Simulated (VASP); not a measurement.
Write the native input for VASP 6.6.1 that does the following.

```
Task                   : single point
Functional             : PBEsol
Potentials or basis    : VASP PAW PBE potentials, release 64 (Nb_sv)
Cutoff                 : 520 eV
k mesh                 : 18 × 18 × 18
Occupations            : gaussian, width 0.1 eV
Spin                   : no spin polarisation
Dipole correction      : no
Further INCAR settings : ALGO = Normal; EDIFF = 1e-06; NBANDS = 12
```

The structure of Nb lies in POSCAR:

```
Nb
1.0
   -1.6362222442      1.6362222442      1.6362222442
    1.6362222442     -1.6362222442      1.6362222442
    1.6362222442      1.6362222442     -1.6362222442
Nb
1
Direct
    0.0000000000      0.0000000000      0.0000000000
```

The input as run:

INCAR

```
SYSTEM = Nb
PREC = Accurate
ENCUT = 520
EDIFF = 1E-6
ISMEAR = 0
SIGMA = 0.1
LREAL = .False.
LASPH = .True.
NELM = 80
ALGO = Normal
ISIF = 2
LWAVE = .False.
LCHARG = .False.
GGA = PS
NBANDS = 12
```

KPOINTS

```
regular mesh
0
Gamma
  18 18 18
  0 0 0
```

Potentials or basis: VASP PAW PBE potentials, release 64 (Nb_sv).

Command:

```bash
$ cat potpaw_PBE.64/Nb_sv/POTCAR > POTCAR
$ mpirun -np 1 vasp_std > vasp.out
```

Results of the run:

The pressure is -0.3 GPa.

Caveat: the PAW data sets were made with another functional, which shifts forces and pressure a little.

It took 28 s on 1 thread of Intel(R) Xeon(R) Platinum 8259CL CPU @ 2.50GHz (Skylake/Cascade Lake), with other jobs on the host, peak memory 0.17 GiB.
